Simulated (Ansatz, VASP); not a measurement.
Ti2B2Os in VASP and in Ansatz

```
Ti B Os
1.0
     3.98688    0.00000    0.00000
    -1.99344    3.45274    0.00000
     0.00000    0.00000    4.70314
Ti B Os
2 2 1
Direct
  0.66667 0.33333 0.00000
  0.66667 0.33333 0.50000
  0.00000 0.00000 0.30304
  0.00000 0.00000 0.69696
  0.33333 0.66667 0.00000
```

Alike in both runs: functional PBE; k mesh 6 × 6 × 4; occupations gaussian, width 0.1 eV; no spin polarisation.

Ansatz relaxed the structure, and its values are those at the end. VASP's run is a single point on that final structure, the one shown.

|  | VASP | Ansatz |
| --- | --- | --- |
| version | VASP 6.6.1 | Ansatz 0.2.0 |
| potentials or method | VASP PAW PBE potentials, release 64 (Ti_sv, B, Os), cutoff 520 eV | scalar-relativistic, plane waves, PAW |
| valence electrons in the cell | 38 | 46 |

```tsv
	VASP	Ansatz	Ansatz less VASP
gap on the k mesh at the Fermi level (eV)	none	none	-
pressure (GPa)	0.3	0.0	-0.31
```

A gap of «none» marks a metal or a gap that the smearing closes. The functional is the same, so the differences come from potentials, cutoffs and numerics. VASP's potentials hold 38 valence electrons a cell and Ansatz's 46, so a difference there can come from the potentials and not from the codes.

Spin-orbit coupling is off throughout.
